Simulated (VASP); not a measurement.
# Mg2Si3N (P-6m2) in VASP: further runs

The runs below take Mg2Si3N through single point, relaxation of cell and atoms, with PBE.

All numbers are computed with VASP 6.6.1; they aren't measurements. Logs are shortened: lines on timing, memory, paths and dates and some standing lists are left out, and cuts for length are marked.

### 1 The cell of the first run

The structure is hexagonal, space group P-6m2 (No. 187). Conventional cell: a = 3.847 Å, b = 3.847 Å, c = 7.670 Å, α = 90.00°, β = 90.00°, γ = 120.00°. Within 3.7 Å of Mg (site symmetry 3m) lie 9 Si at 2.84 to 3.03 Å and 3 N at 2.84 Å and 1 Mg at 3.55 Å. Within 2.9 Å of Si (site symmetry -6m2) lie 3 Si at 2.22 Å. Si (site symmetry -6m2) has 3 N at 2.22 Å and 6 Mg at 2.84 Å within 2.9 Å. Si (site symmetry -6m2) has 3 Si at 2.22 Å within 2.9 Å. N (site symmetry -6m2) has 3 Si at 2.22 Å and 6 Mg at 2.84 Å within 2.9 Å.

### 2 Single point, PBE

INCAR

```
SYSTEM = Mg2Si3N
ALGO     = Normal         ! electronic algorithm
EDIFF    = 1E-6           ! SCF threshold, eV
ENCUT    = 520            ! plane-wave cutoff, eV
GGA      = PE             ! functional
ISIF     = 2              ! what is computed and relaxed
ISMEAR   = 0              ! smearing method
LASPH    = .True.         ! aspherical terms in the spheres
LCHARG   = .True.         ! write CHGCAR
LELF     = .True.         ! ELF
LREAL    = .False.        ! projectors in reciprocal space
LVHAR    = .True.       
LWAVE    = .False.        ! write WAVECAR
NBANDS   = 20             ! bands
NELM     = 100            ! most SCF steps
PREC     = Accurate       ! precision mode
SIGMA    = 0.1            ! smearing width, eV
```

KPOINTS

```
k-points
0
Gamma
  6 6 2
  0 0 0
```

POSCAR

```
Mg2Si3N
1.0
    3.8465632253      0.0000000000      0.0000000000
   -1.9232816126      3.3312214703      0.0000000000
    0.0000000000      0.0000000000      7.6696217201
Mg Si N
2 3 1
Direct
    0.6666666667      0.3333333333      0.7312589426
    0.6666666667      0.3333333333      0.2687410574
    0.0000000000      0.0000000000      0.0000000000
    0.3333333333      0.6666666667      0.5000000000
    0.3333333333      0.6666666667      0.0000000000
    0.0000000000      0.0000000000      0.5000000000
```

Potentials or basis: VASP PAW PBE potentials, release 64 (Mg, Si, N).

The run is started by

```bash
$ cat potpaw_PBE.64/Mg/POTCAR potpaw_PBE.64/Si/POTCAR potpaw_PBE.64/N/POTCAR > POTCAR
$ mpirun -np 1 vasp_std > vasp.out
```

OUTCAR:

```text
SYSTEM = Mg2Si3N
   EDIFF = 1E-6
   ENCUT = 520
   GGA = PE
   ISIF = 2
   ISMEAR = 0
   LASPH = .True.
   LREAL = .False.
   NELM = 100
   PREC = Accurate

 ion  position               nearest neighbor table
   1  0.667  0.333  0.731-   4 2.84   4 2.84   4 2.84   5 3.03   3 3.03   5 3.03   3 3.03   3 3.03
                             5 3.03   2 3.55
   2  0.667  0.333  0.269-   4 2.84   4 2.84   4 2.84   5 3.03   3 3.03   5 3.03   3 3.03   3 3.03
                             5 3.03   1 3.55
   3  0.000  0.000  0.000-   5 2.22   5 2.22   5 2.22   1 3.03   2 3.03   2 3.03   1 3.03   2 3.03
                             1 3.03
   4  0.333  0.667  0.500-   6 2.22   6 2.22   6 2.22   1 2.84   2 2.84   1 2.84   2 2.84   1 2.84
                             2 2.84
   5  0.333  0.667  0.000-   3 2.22   3 2.22   3 2.22   1 3.03   2 3.03   1 3.03   2 3.03   1 3.03
                             2 3.03
   6  0.000  0.000  0.500-   4 2.22   4 2.22   4 2.22

  LATTYP: Found a hexagonal cell.
 ALAT       =     3.8465632253
 C/A-ratio  =     1.9938894205

  Lattice vectors:

 A1 = (   3.8465632253,   0.0000000000,   0.0000000000)
 A2 = (  -1.9232816126,   3.3312214703,   0.0000000000)
 A3 = (   0.0000000000,   0.0000000000,   7.6696217201)

Analysis of symmetry for initial positions (statically):
=====================================================================
 Subroutine PRICEL returns:
 Original cell was already a primitive cell.

 Routine SETGRP: Setting up the symmetry group for a
 hexagonal supercell.

 Subroutine GETGRP returns: Found 12 space group operations
 (whereof 12 operations were pure point group operations)
 out of a pool of 24 trial point group operations.

The static configuration has the point symmetry D_3h.

Analysis of symmetry for dynamics (positions and initial velocities):
=====================================================================
 Subroutine PRICEL returns:
 Original cell was already a primitive cell.

 Routine SETGRP: Setting up the symmetry group for a
 hexagonal supercell.

 Subroutine GETGRP returns: Found 12 space group operations
 (whereof 12 operations were pure point group operations)
 out of a pool of 24 trial point group operations.

The dynamic configuration has the point symmetry D_3h.

 Subroutine INISYM returns: Found 12 space group operations
 (whereof 12 operations are pure point group operations),
 and found     1 'primitive' translations

----------------------------------------------------------------------------------------

                                     Primitive cell

  volume of cell :      98.2766

  direct lattice vectors                    reciprocal lattice vectors
     3.846563225  0.000000000  0.000000000     0.259972329  0.150095094  0.000000000
    -1.923281613  3.331221470  0.000000000     0.000000000  0.300190188  0.000000000
     0.000000000  0.000000000  7.669621720     0.000000000  0.000000000  0.130384527

  length of vectors
     3.846563225  3.846563225  7.669621720     0.300190188  0.300190188  0.130384527

  position of ions in fractional coordinates (direct lattice)
     0.666666667  0.333333333  0.731258943
     0.666666667  0.333333333  0.268741057
     0.000000000  0.000000000  0.000000000
     0.333333333  0.666666667  0.500000000
     0.333333333  0.666666667  0.000000000
     0.000000000  0.000000000  0.500000000

  ion indices of the primitive-cell ions
   primitive index   ion index
                 1           1
                 2           2
                 3           3
                 4           4
                 5           5
                 6           6

----------------------------------------------------------------------------------------

 KPOINTS: k-points

Automatic generation of k-mesh.
 Grid dimensions read from file:
 generate k-points for:    6    6    2

 Generating k-lattice:

  Cartesian coordinates                     Fractional coordinates (reciprocal lattice)
     0.043328721  0.025015849  0.000000000     0.166666667  0.000000000  0.000000000
     0.000000000  0.050031698  0.000000000     0.000000000  0.166666667  0.000000000
     0.000000000  0.000000000  0.065192263     0.000000000  0.000000000  0.500000000

  Length of vectors
     0.050031698  0.050031698  0.065192263

  Shift w.r.t. Gamma in fractional coordinates (k-lattice)
     0.000000000  0.000000000  0.000000000

 Subroutine IBZKPT returns following result:
 ===========================================

 Found     14 irreducible k-points:

 Following reciprocal coordinates:
            Coordinates               Weight
  0.000000  0.000000  0.000000      1.000000
  0.166667  0.000000  0.000000      6.000000
  0.333333  0.000000  0.000000      6.000000
  0.500000  0.000000  0.000000      3.000000
  0.166667  0.166667  0.000000      6.000000
  0.333333  0.166667  0.000000     12.000000
  0.333333  0.333333  0.000000      2.000000
  0.000000  0.000000  0.500000      1.000000
  0.166667  0.000000  0.500000      6.000000
  0.333333  0.000000  0.500000      6.000000
  0.500000  0.000000  0.500000      3.000000
  0.166667  0.166667  0.500000      6.000000
  0.333333  0.166667  0.500000     12.000000
  0.333333  0.333333  0.500000      2.000000
   k-points           NKPTS =     14   k-points in BZ     NKDIM =     14   number of bands    NBANDS=     20
   number of dos      NEDOS =    301   number of ions     NIONS =      6
   total plane-waves  NPLWV =  54000
   dimension x,y,z NGX =    30 NGY =   30 NGZ =   60
   dimension x,y,z NGXF=    60 NGYF=   60 NGZF=  120
   ions per type =               2   3   1
   NGX,Y,Z   is equivalent  to a cutoff of  12.97, 12.97, 13.01 a.u.
   NGXF,Y,Z  is equivalent  to a cutoff of  25.93, 25.93, 26.01 a.u.
 SYSTEM =  Mg2Si3N
   PREC   = accura    normal or accurate (medium, high low for compatibility)
   ISTART =      0    job   : 0-new  1-cont  2-samecut
   ICHARG =      2    charge: 1-file 2-atom 10-const
   ISPIN  =      1    spin polarized calculation?
   LNONCOLLINEAR =      F non collinear calculations
   LSORBIT =      F    spin-orbit coupling
   LASPH  =      T    aspherical Exc in radial PAW
   ENCUT  =  520.0 eV  38.22 Ry    6.18 a.u.   7.15  7.15 14.26*2*pi/ulx,y,z
   NELM   =    100;   NELMIN=  2; NELMDL= -5     # of ELM steps
   EDIFF  = 0.1E-05   stopping-criterion for ELM
   LREAL  =      F    real-space projection
   EDIFFG = 0.1E-04   stopping-criterion for IOM
   NSW    =      0    number of steps for IOM
   IBRION =     -1    ionic relax: 0-MD 1-quasi-New 2-CG
   NFREE  =      0    steps in history (QN), initial steepest desc. (CG)
   ISIF   =      2    stress and relaxation
   ISYM   =      2    0-nonsym 1-usesym 2-fastsym
   POTIM  = 0.5000    time-step for ionic-motion
   TEBEG  =    0.0;   TEEND  =   0.0 temperature during run
   PSTRESS=    0.0 pullay stress
   NELECT =      21.0000    total number of electrons
   NUPDOWN=      -1.0000    fix difference up-down
   EMIN   =  10.00;   EMAX   =-10.00  energy-range for DOS
   EFERMI =   0.00;   METHOD = LEGACY
   ISMEAR =     0;   SIGMA  =   0.10  broadening in eV -4-tet -1-fermi 0-gaus
   EFERMI_NEDOS =   21; number of points for ismear=-14 and -15
   IALGO  =     38    algorithm
   IMIX   =      4    mixing-type and parameters
     AMIX     =   0.40;   BMIX     =  1.00
     AMIX_MAG =   1.60;   BMIX_MAG =  1.00
  volume/ion in A,a.u.               =      16.38       110.53
  Fermi-wavevector in a.u.,A,eV,Ry     =   0.978734  1.849538 13.033285  0.957919
  Thomas-Fermi vector in A             =   2.109532
   LORBIT       =      0    0 simple, 1 ext, 2 COOP (PROOUT), +10 PAW based schemes
   GGA     = PE    functional components
   LHFCALC =     F    Hartree Fock is set to
   AEXX    =    0.0000 exact exchange contribution
   IVDW    =     0    specifies the selected vdW correction
   LEPSILON=     F    determine dielectric tensor
   LRPA    =     F    only Hartree local field effects (RPA)
 non-spin polarized calculation
 Gauss-broadening in eV      SIGMA  =   0.10
  energy-cutoff  :      520.00
  volume of cell :       98.28
 maximum number of plane-waves:      2676
 NGX is ok and might be reduce to    30
   NGX = 15   NGY = 15   NGZ = 29

 number of electron      21.0000001 magnetization

 Free energy of the ion-electron system (eV)
  ---------------------------------------------------
  ext. energy  EPLUGINS =         0.00000000
  ---------------------------------------------------
  free energy    TOTEN  =       -24.96230007 eV

  energy without entropy =      -24.95225228  energy(sigma->0) =      -24.95727617

 E-fermi :   6.2542     XC(G=0):  -9.8754

 val. band max:        6.2221581729   @ k =   0.1667   0.0000   0.5000
 cond. band min:       6.3570601504   @ k =   0.1667   0.1667   0.5000
 fundamental gap:      0.1349019775
 Fermi energy:         6.2542027053

 k-point     1 :       0.0000    0.0000    0.0000
  band No.  band energies     occupation
      1      -9.0089      2.00000
      2      -6.4504      2.00000
      3      -0.6952      2.00000
      4       0.7489      2.00000
      5       2.3740      2.00000
      6       2.3740      2.00000
[... 12 lines left out ...]
     19      11.8201      0.00000
     20      11.8201      0.00000

 k-point     2 :       0.1667    0.0000    0.0000
  band No.  band energies     occupation
      1      -8.8327      2.00000
      2      -6.1169      2.00000
      3      -0.4664      2.00000
      4      -0.3533      2.00000
      5       1.7464      2.00000
      6       2.0654      2.00000
[... 12 lines left out ...]
     19      11.1967      0.00000
     20      12.7425      0.00000
[... 235 lines left out ...]
      3      -2.3835      2.00000
      4      -1.9915      2.00000
      5       0.4485      2.00000
      6       0.7231      2.00000
[... 12 lines left out ...]
     19      12.8338      0.00000
     20      13.0380      0.00000

 k-point    14 :       0.3333    0.3333    0.5000
  band No.  band energies     occupation
      1      -8.0582      2.00000
      2      -3.0389      2.00000
      3      -2.9623      2.00000
      4      -2.4102      2.00000
      5      -0.3849      2.00000
      6      -0.3282      2.00000
[... 12 lines left out ...]
     19      11.1814      0.00000
     20      13.4241      0.00000

------------------------ aborting loop because EDIFF is reached ----------------------------------------

  FORCE on cell =-STRESS in cart. coord.  units (eV):
  Direction    XX          YY          ZZ          XY          YZ          ZX
  --------------------------------------------------------------------------------------
  -------------------------------------------------------------------------------------
  Total       -0.3580458     -0.3580458     -0.3320598     -0.0000000      0.0000000     -0.0000000
  in kB       -5.8371223     -5.8371223     -5.4134799     -0.0000000      0.0000000     -0.0000000
  external PRESSURE =      -5.6959081 kB  Pullay stress =       0.0000000 kB

 VOLUME and BASIS-vectors are now :
 -----------------------------------------------------------------------------
  energy-cutoff  :      520.00
  volume of cell :       98.28
      direct lattice vectors                 reciprocal lattice vectors
     3.846563225  0.000000000  0.000000000     0.259972329  0.150095094  0.000000000
    -1.923281613  3.331221470  0.000000000     0.000000000  0.300190188  0.000000000
     0.000000000  0.000000000  7.669621720     0.000000000  0.000000000  0.130384527

 POSITION                                       TOTAL-FORCE (eV/Angst)
 -----------------------------------------------------------------------------------
      1.92328      1.11041      5.60848         0.000000     -0.000000      0.001517
      1.92328      1.11041      2.06114         0.000000     -0.000000     -0.001517
      0.00000      0.00000      0.00000         0.000000      0.000000      0.000000
     -0.00000      2.22081      3.83481         0.000000      0.000000      0.000000
     -0.00000      2.22081      0.00000        -0.000000      0.000000      0.000000
      0.00000      0.00000      3.83481         0.000000      0.000000      0.000000
 -----------------------------------------------------------------------------------
    total drift:                               -0.000000      0.000000     -0.000000

  FREE ENERGIE OF THE ION-ELECTRON SYSTEM (eV)
  ---------------------------------------------------
  free  energy   TOTEN  =       -24.9623000666 eV

  energy  without entropy=      -24.9522522805  energy(sigma->0) =      -24.95727617
```

Wall time 64 s (1 thread of Intel Xeon 8259CL, shared host); peak memory 0.23 GiB.

Results:

```yaml
Free_energy: -24.9623 eV
Pressure: -0.6 GPa
```

Caveat: the k points lie up to 0.41 Å⁻¹ apart.

### 3 Single point, PBE

This run uses another cell than the first one, of 17.89 Å³/atom, 1.092 times its volume.

INCAR

```
SYSTEM = Mg2Si3N
ALGO     = Normal         ! electronic algorithm
EDIFF    = 1E-7           ! SCF threshold, eV
ENCUT    = 520            ! plane-wave cutoff, eV
GGA      = PE             ! functional
ISIF     = 2              ! what is computed and relaxed
ISMEAR   = 0              ! smearing method
LASPH    = .TRUE.         ! aspherical terms in the spheres
LCHARG   = .FALSE.        ! write CHGCAR
LREAL    = .FALSE.        ! projectors in reciprocal space
LWAVE    = .FALSE.        ! write WAVECAR
NBANDS   = 20             ! bands
NELM     = 80             ! most SCF steps
PREC     = Accurate       ! precision mode
SIGMA    = 0.1            ! smearing width, eV
```

KPOINTS

```
k-points
0
G
  6 6 2
  0 0 0
```

POSCAR

```
Mg2Si3N
1.0
    3.8168825800      0.0000000000      0.0000000000
   -1.9084412900      3.3055172700      0.0000000000
    0.0000000000      0.0000000000      8.5055130700
Mg Si N
2 3 1
Direct
    0.6666666700      0.3333333300      0.7522701000
    0.6666666700      0.3333333300      0.2477299000
    0.0000000000      0.0000000000      0.0000000000
    0.3333333300      0.6666666700      0.5000000000
    0.3333333300      0.6666666700      0.0000000000
    0.0000000000      0.0000000000      0.5000000000
```

Potentials or basis: VASP PAW PBE potentials, release 64 (Mg, Si, N).

The run is started by

```bash
$ cat potpaw_PBE.64/Mg/POTCAR potpaw_PBE.64/Si/POTCAR potpaw_PBE.64/N/POTCAR > POTCAR
$ mpirun -np 1 vasp_std > vasp.out
```

Run time: 61 s. Hardware: 1 thread of Intel Xeon 8259CL, shared host; peak memory 0.22 GiB.

The run converged. Its results:

```
Free energy   : -24.5981 eV
Pressure      : -3.1 GPa
Largest force : 0.734 eV/Å
```

Forces on the atoms (eV/Å):
```
Mg   0.000  0.000 -0.734
Mg   0.000  0.000  0.734
Si   0.000  0.000  0.000
Si   0.000  0.000  0.000
Si   0.000  0.000  0.000
N    0.000  0.000  0.000
```

Stress tensor (GPa, compression positive):
```
-2.15  0.00  0.00
 0.00 -2.15  0.00
 0.00  0.00 -5.11
```

Levels at points of the mesh, in eV from the Fermi level:
```
           k point  band 8  band 9  band 10  band 11  band 12  band 13
(0.00, 0.00, 0.00)   -2.65   -2.65    -0.50     0.94     0.94     0.99
(0.50, 0.00, 0.00)   -2.97   -2.00    -1.90    -1.14     0.07     1.29
(0.00, 0.00, 0.50)   -2.66   -2.66     0.20     0.95     0.95     0.98
(0.50, 0.00, 0.50)   -3.04   -2.40    -1.45    -1.43    -1.20     2.26
```

Caveat: the k points lie up to 0.37 Å⁻¹ apart.

[end of part 1 of 2]
